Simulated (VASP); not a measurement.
# MoP (P-6m2) in VASP: electric field gradients with PBE

Aim: the electric field gradients of MoP with PBE.

Everything below comes from runs of VASP 6.6.1. Logs are shortened: lines on timing, memory, paths and dates and some standing lists are left out, and cuts for length are marked.

## Step 1: The cell of the first run

Symmetry: P-6m2, No. 187, hexagonal system. Conventional cell: a = 3.223 Å, b = 3.223 Å, c = 3.191 Å, α = 90.00°, β = 90.00°, γ = 120.00°. Mo (site symmetry -6m2) has 6 P at 2.45 Å and 8 Mo at 3.19 to 3.22 Å within 3.3 Å. P (site symmetry -6m2) has 6 Mo at 2.45 Å and 8 P at 3.19 to 3.22 Å within 3.3 Å.

## Step 2: Electric field gradients, PBE, non-collinear spin, zero start, spin-orbit coupling

INCAR

```
SYSTEM = MoP
  PREC = Accurate
  ENCUT = 400
  EDIFF = 1E-8
  ISMEAR = -1
  SIGMA = 0.08
  LREAL = .FALSE.
  LASPH = .TRUE.
  NELM = 200
  ALGO = Normal
  ISIF = 2
  LWAVE = .FALSE.
  LCHARG = .FALSE.
  LNONCOLLINEAR = .TRUE.
  MAGMOM = 0 0 0 0 0 0
  LORBIT = 11
  LSORBIT = .TRUE.
  GGA_COMPAT = .FALSE.
  LORBMOM = .TRUE.
  LMAXMIX = 4
  GGA = PE
  LEFG = .TRUE.
  NBANDS = 31
```

KPOINTS

```
Automatic mesh
0
G
  15 15 13
  0 0 0
```

POSCAR

```
MoP
1.0
    3.2230000535      0.0000000000      0.0000000000
   -1.6115000268      2.7911999227      0.0000000000
    0.0000000000      0.0000000000      3.1910000000
Mo P
1 1
Direct
    0.0000000000      0.0000000000      0.0000000000
    0.3333333333      0.6666666667      0.5000000000
```

Potentials or basis: VASP PAW PBE potentials, release 64 (Mo_sv, P).

Command:

```console
> cat potpaw_PBE.64/Mo_sv/POTCAR potpaw_PBE.64/P/POTCAR > POTCAR
> mpirun -np 1 vasp_ncl > vasp.out
```

OUTCAR:

```text
SYSTEM = MoP
   PREC = Accurate
   ENCUT = 400
   EDIFF = 1E-8
   ISMEAR = -1
   LREAL = .FALSE.
   LASPH = .TRUE.
   NELM = 200
   ISIF = 2
   LNONCOLLINEAR = .TRUE.
   LORBIT = 11
   LSORBIT = .TRUE.
   GGA = PE

 ion  position               nearest neighbor table
   1  0.000  0.000  0.000-   2 2.45   2 2.45   2 2.45   2 2.45   2 2.45   2 2.45
   2  0.333  0.667  0.500-   1 2.45   1 2.45   1 2.45   1 2.45   1 2.45   1 2.45

  LATTYP: Found a hexagonal cell.
 ALAT       =     3.2230000535
 C/A-ratio  =     0.9900713457

  Lattice vectors:

 A1 = (   3.2230000535,   0.0000000000,   0.0000000000)
 A2 = (  -1.6115000268,   2.7911999227,   0.0000000000)
 A3 = (   0.0000000000,   0.0000000000,   3.1910000000)

Analysis of symmetry for initial positions (statically):
=====================================================================
 Subroutine PRICEL returns:
 Original cell was already a primitive cell.

 Routine SETGRP: Setting up the symmetry group for a
 hexagonal supercell.

 Subroutine GETGRP returns: Found 12 space group operations
 (whereof 12 operations were pure point group operations)
 out of a pool of 24 trial point group operations.

The static configuration has the point symmetry D_3h.

Analysis of symmetry for dynamics (positions and initial velocities):
=====================================================================
 Subroutine PRICEL returns:
 Original cell was already a primitive cell.

 Routine SETGRP: Setting up the symmetry group for a
 hexagonal supercell.

 Subroutine GETGRP returns: Found 12 space group operations
 (whereof 12 operations were pure point group operations)
 out of a pool of 24 trial point group operations.

The dynamic configuration has the point symmetry D_3h.

Analysis of structural, dynamic, and magnetic symmetry:
=====================================================================
 Subroutine PRICEL returns:
 Original cell was already a primitive cell.

 Routine SETGRP: Setting up the symmetry group for a
 hexagonal supercell.

 Subroutine GETGRP returns: Found 12 space group operations
 (whereof 12 operations were pure point group operations)
 out of a pool of 24 trial point group operations.

The overall configuration has the point symmetry D_3h.

 Subroutine INISYM returns: Found 12 space group operations
 (whereof 12 operations are pure point group operations),
 and found     1 'primitive' translations

----------------------------------------------------------------------------------------

                                     Primitive cell

  volume of cell :      28.7064

  direct lattice vectors                    reciprocal lattice vectors
     3.223000053  0.000000000  0.000000000     0.310269930  0.179134427  0.000000000
    -1.611500027  2.791199923  0.000000000     0.000000000  0.358268855  0.000000000
     0.000000000  0.000000000  3.191000000     0.000000000  0.000000000  0.313381385

  length of vectors
     3.223000053  3.223000053  3.191000000     0.358268855  0.358268855  0.313381385

  position of ions in fractional coordinates (direct lattice)
     0.000000000  0.000000000  0.000000000
     0.333333333  0.666666667  0.500000000

  ion indices of the primitive-cell ions
   primitive index   ion index
                 1           1
                 2           2

----------------------------------------------------------------------------------------

 KPOINTS: Automatic mesh

Automatic generation of k-mesh.
 Grid dimensions read from file:
 generate k-points for:   15   15   13

 Generating k-lattice:

  Cartesian coordinates                     Fractional coordinates (reciprocal lattice)
     0.020684662  0.011942295  0.000000000     0.066666667  0.000000000  0.000000000
     0.000000000  0.023884590  0.000000000     0.000000000  0.066666667  0.000000000
     0.000000000  0.000000000  0.024106260     0.000000000  0.000000000  0.076923077

  Length of vectors
     0.023884590  0.023884590  0.024106260

  Shift w.r.t. Gamma in fractional coordinates (k-lattice)
     0.000000000  0.000000000  0.000000000

 Subroutine IBZKPT returns following result:
 ===========================================

 Found    322 irreducible k-points:

 Following reciprocal coordinates:
            Coordinates               Weight
  0.000000  0.000000  0.000000      1.000000
  0.066667  0.000000  0.000000      3.000000
 -0.066667  0.000000  0.000000      3.000000
  0.133333  0.000000  0.000000      3.000000
 -0.133333  0.000000  0.000000      3.000000
  0.200000  0.000000  0.000000      3.000000
[... 16 lines left out ...]
  0.333333  0.066667  0.000000      6.000000
[... 74 lines left out ...]

 val. band max:       11.9086263465   @ k =  -0.4000  -0.0667  -0.0769
 cond. band min:      11.9210174455   @ k =  -0.3333  -0.0667  -0.1538
 fundamental gap:      0.0123910990
 Fermi energy:        11.9200413843

 k-point     1 :       0.0000    0.0000    0.0000
  band No.  band energies     occupation
      1     -49.2695      1.00000
      2     -49.2695      1.00000
      3     -24.9259      1.00000
      4     -24.9259      1.00000
      5     -22.5597      1.00000
      6     -22.5597      1.00000
[... 805 lines left out ...]
     30      21.3615      0.00000
     31      23.3414      0.00000

 [... further k-points ...]

------------------------ aborting loop because EDIFF is reached ----------------------------------------

  FORCE on cell =-STRESS in cart. coord.  units (eV):
  Direction    XX          YY          ZZ          XY          YZ          ZX
  --------------------------------------------------------------------------------------
  -------------------------------------------------------------------------------------
  Total        0.4625871      0.4625871      0.3527759     -0.0000000      0.0000000      0.0000000
  in kB       25.8182038     25.8182038     19.6893512     -0.0000000      0.0000000      0.0000000
  external PRESSURE =      23.7752529 kB  Pullay stress =       0.0000000 kB

 VOLUME and BASIS-vectors are now :
 -----------------------------------------------------------------------------
  energy-cutoff  :      400.00
  volume of cell :       28.71
      direct lattice vectors                 reciprocal lattice vectors
     3.223000053  0.000000000  0.000000000     0.310269930  0.179134427  0.000000000
    -1.611500027  2.791199923  0.000000000     0.000000000  0.358268855  0.000000000
     0.000000000  0.000000000  3.191000000     0.000000000  0.000000000  0.313381385

 POSITION                                       TOTAL-FORCE (eV/Angst)
 -----------------------------------------------------------------------------------
      0.00000      0.00000      0.00000         0.000000      0.000000      0.000000
     -0.00000      1.86080      1.59550        -0.000000     -0.000000      0.000000
 -----------------------------------------------------------------------------------
    total drift:                               -0.000000      0.000000     -0.000000

  FREE ENERGIE OF THE ION-ELECTRON SYSTEM (eV)
  ---------------------------------------------------
  free  energy   TOTEN  =       -17.7689267057 eV

  energy  without entropy=      -17.7504100736  energy(sigma->0) =      -17.75966839

 Electric field gradients (V/A^2)
---------------------------------------------------------------------
 ion       V_xx      V_yy      V_zz      V_xy      V_xz      V_yz
---------------------------------------------------------------------
   1       3.848     3.847    -7.695    -0.000     0.000    -0.000
   2       3.477     3.477    -6.953     0.000     0.000    -0.000
---------------------------------------------------------------------

 Electric field gradients after diagonalization (V/A^2)
 (convention: |V_zz| > |V_xx| > |V_yy|)
----------------------------------------------------------------------
 ion       V_xx      V_yy      V_zz     asymmetry (V_yy - V_xx)/ V_zz
----------------------------------------------------------------------
   1       3.848     3.847    -7.695       0.000
   2       3.477     3.476    -6.953       0.000
----------------------------------------------------------------------

           NMR quadrupolar parameters

 Cq : quadrupolar parameter    Cq=e*Q*V_zz/h
 eta: asymmetry parameters     (V_yy - V_xx)/ V_zz
 Q  : nuclear electric quadrupole moment in mb (millibarn)
----------------------------------------------------------------------
 ion       Cq(MHz)       eta       Q (mb)
----------------------------------------------------------------------
   1      -0.019       0.000       1.000
   2      -0.017       0.000       1.000
----------------------------------------------------------------------

 orbital moment (x)

 # of ion     p       d       tot
 ----------------------------------------
  1        -0.000   0.000   0.000
  2         0.000   0.000   0.000
 ----------------------------------------
            0.000   0.000   0.000

 orbital moment (y)

 # of ion     p       d       tot
 ----------------------------------------
  1        -0.000   0.000   0.000
  2         0.000   0.000   0.000
 ----------------------------------------
            0.000   0.000   0.000

 orbital moment (z)

 # of ion     p       d       tot
 ----------------------------------------
  1         0.000   0.000   0.000
  2         0.000   0.000   0.000
 ----------------------------------------
            0.000   0.000   0.000

 Spin-Orbit-Coupling matrix elements

 Ion:    1  E_soc:     -0.1956494
 l=   1
     0.0000000    -0.0297677    -0.0300383
    -0.0297677     0.0000000    -0.0297677
    -0.0300383    -0.0297677     0.0000000
 l=   2
     0.0000000    -0.0005762     0.0000000    -0.0005762    -0.0025112
    -0.0005762     0.0000000    -0.0014097    -0.0006157    -0.0005762
     0.0000000    -0.0014097     0.0000000    -0.0014097     0.0000000
    -0.0005762    -0.0006157    -0.0014097     0.0000000    -0.0005762
    -0.0025112    -0.0005762     0.0000000    -0.0005762     0.0000000
 l=   3
     0.0000000     0.0000000     0.0000000     0.0000000     0.0000000     0.0000000     0.0000000
     0.0000000     0.0000000     0.0000000     0.0000000     0.0000000     0.0000000     0.0000000
     0.0000000     0.0000000     0.0000000     0.0000000     0.0000000     0.0000000     0.0000000
     0.0000000     0.0000000     0.0000000     0.0000000     0.0000000     0.0000000     0.0000000
     0.0000000     0.0000000     0.0000000     0.0000000     0.0000000     0.0000000     0.0000000
     0.0000000     0.0000000     0.0000000     0.0000000     0.0000000     0.0000000     0.0000000
     0.0000000     0.0000000     0.0000000     0.0000000     0.0000000     0.0000000     0.0000000

 Ion:    2  E_soc:     -0.0013375
 l=   1
     0.0000000    -0.0002201    -0.0002285
    -0.0002201     0.0000000    -0.0002201
    -0.0002285    -0.0002201     0.0000000
 l=   2
     0.0000000     0.0000000     0.0000000     0.0000000     0.0000000
     0.0000000     0.0000000     0.0000000     0.0000000     0.0000000
     0.0000000     0.0000000     0.0000000     0.0000000     0.0000000
     0.0000000     0.0000000     0.0000000     0.0000000     0.0000000
     0.0000000     0.0000000     0.0000000     0.0000000     0.0000000
 l=   3
     0.0000000     0.0000000     0.0000000     0.0000000     0.0000000     0.0000000     0.0000000
     0.0000000     0.0000000     0.0000000     0.0000000     0.0000000     0.0000000     0.0000000
     0.0000000     0.0000000     0.0000000     0.0000000     0.0000000     0.0000000     0.0000000
     0.0000000     0.0000000     0.0000000     0.0000000     0.0000000     0.0000000     0.0000000
     0.0000000     0.0000000     0.0000000     0.0000000     0.0000000     0.0000000     0.0000000
     0.0000000     0.0000000     0.0000000     0.0000000     0.0000000     0.0000000     0.0000000
     0.0000000     0.0000000     0.0000000     0.0000000     0.0000000     0.0000000     0.0000000

 total charge

# of ion       s       p       d       tot
------------------------------------------
    1        2.273   6.196   4.123  12.592
    2        1.014   1.513   0.000   2.526
--------------------------------------------------
tot          3.286   7.709   4.123  15.118

 magnetization (x)

# of ion       s       p       d       tot
------------------------------------------
    1        0.000  -0.000  -0.000  -0.000
    2        0.000   0.000   0.000   0.000
--------------------------------------------------
tot          0.000  -0.000  -0.000  -0.000

 magnetization (y)

# of ion       s       p       d       tot
------------------------------------------
    1        0.000   0.000  -0.000  -0.000
    2        0.000   0.000   0.000   0.000
--------------------------------------------------
tot          0.000   0.000  -0.000  -0.000

 magnetization (z)

# of ion       s       p       d       tot
------------------------------------------
    1        0.000  -0.000   0.000  -0.000
    2        0.000   0.000   0.000   0.000
--------------------------------------------------
tot          0.000  -0.000   0.000   0.000
```

Wall time 6.5 min (1 thread of AMD EPYC 7R13 (Zen 3), shared host); peak memory 0.37 GiB.

What came out:

```
Free energy                                           : -17.7689 eV
Pressure                                              : 2.4 GPa
Net moment                                            : 0.00 μB per cell
Largest electric field gradient by atom               : Mo -7.7; P -7.0 V/Å²
Valence electrons inside the program's atomic spheres : Mo 12.59; P 2.53
```

Stress tensor (GPa, compression positive):
```
2.58 0.00 0.00
0.00 2.58 0.00
0.00 0.00 1.97
```

Moments on the atoms (μB; x, y, z):
```
Mo  0.00 0.00 0.00
P   0.00 0.00 0.00
```

Electric field gradients, principal values (V/Å²):
```csv
atom,least,middle,greatest (by size)
1 Mo,3.847,3.848,-7.695
2 P,3.476,3.477,-6.953
```

Caveat: without QUAD_EFG the Cq values of the log hold for a quadrupole moment of 1 mb, not for the nuclei.
